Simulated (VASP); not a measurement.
Here is a VASP 6.6.1 calculation.

Contents of POSCAR:

```
FeO
1.0
    0.0000000000      2.1554000000      2.1554000000
    2.1554000000      0.0000000000      2.1554000000
    2.1554000000      2.1554000000      0.0000000000
Fe O
1 1
Direct
    0.0000000000      0.0000000000      0.0000000000
    0.5000000000      0.5000000000      0.5000000000
```

The input INCAR.step1:

```
SYSTEM = FeO
PREC = Accurate
ENCUT = 520
EDIFF = 1E-7
ISMEAR = -1
SIGMA = 0.05
LREAL = .FALSE.
LASPH = .TRUE.
NELM = 150
ALGO = Normal
ISIF = 2
LWAVE = .FALSE.
LCHARG = .TRUE.
ISPIN = 2
MAGMOM = 3 0
LMAXMIX = 4
GGA = PS
NBANDS = 18
```

File KPOINTS.step1:

```
regular mesh
0
G
  11 11 11
  0 0 0
```

INCAR.step2

```
SYSTEM = FeO
PREC = Accurate
ENCUT = 520
EDIFF = 1E-7
ISMEAR = -5
SIGMA = 0.05
LREAL = .FALSE.
LASPH = .TRUE.
NELM = 150
ALGO = Normal
ISIF = 2
LWAVE = .FALSE.
LCHARG = .FALSE.
ISPIN = 2
MAGMOM = 3 0
LORBIT = 10
LMAXMIX = 4
GGA = PS
NEDOS = 1001
ICHARG = 11
```

The input KPOINTS.step2:

```
regular mesh
0
G
  17 17 17
  0 0 0
```

Potentials or basis: VASP PAW PBE potentials, release 64 (Fe, O).

Launch:

```bash
$ cat potpaw_PBE.64/Fe/POTCAR potpaw_PBE.64/O/POTCAR > POTCAR
$ cp INCAR.step1 INCAR
$ cp KPOINTS.step1 KPOINTS
$ mpirun -np 1 vasp_std > vasp.out
$ cp INCAR.step2 INCAR
$ cp KPOINTS.step2 KPOINTS
$ mpirun -np 1 vasp_std > vasp.out
```

(1) Predict the net moment.

(2) Predict the site moments.

## Answers

(1) 4.00 μB per cell.

(2) Fe +3.61; O +0.30 μB.

Caveat: a cell with one magnetic atom can't hold antiferromagnetic order, which such compounds often take.
